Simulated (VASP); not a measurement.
Here is a VASP 6.6.1 calculation.

Contents of INCAR:

```
PREC = Accurate ; ENCUT = 520
EDIFF = 1E-7 ; ISMEAR = -1
SIGMA = 0.02 ; LREAL = F
LASPH = T ; NELM = 80
ALGO = Normal ; ISIF = 2
LWAVE = F ; LCHARG = F
GGA = PE ; NBANDS = 26
```

Contents of KPOINTS:

```
Automatic mesh
0
Gamma
  12 12 6
```

File POSCAR:

```
GaN
1.0
    3.2308966026      0.0000000000      0.0000000000
   -1.6154483013      2.7980385348      0.0000000000
    0.0000000000      0.0000000000      5.1468938292
Ga N
2 2
Direct
    0.3333333333      0.6666666667     -0.0026396701
    0.6666666667      0.3333333333      0.4973603299
    0.3333333333      0.6666666667      0.3776396701
    0.6666666667      0.3333333333      0.8776396701
```

Potentials or basis: VASP PAW PBE potentials, release 64 (Ga_d, N).

Launch:

```sh
$ cat potpaw_PBE.64/Ga_d/POTCAR potpaw_PBE.64/N/POTCAR > POTCAR
$ mpirun -np 1 vasp_std > vasp.out
```

What does it give for the largest force?

0.010 eV/Å.

Predict the pressure.

2.0 GPa.

Forces on the atoms (eV/Å):
```
Ga   0.000  0.000 -0.010
Ga   0.000  0.000 -0.010
N    0.000  0.000  0.010
N    0.000  0.000  0.010
```

Caveat: the cell differs from its parent crystal (epitaxial xy strain +1.5%).
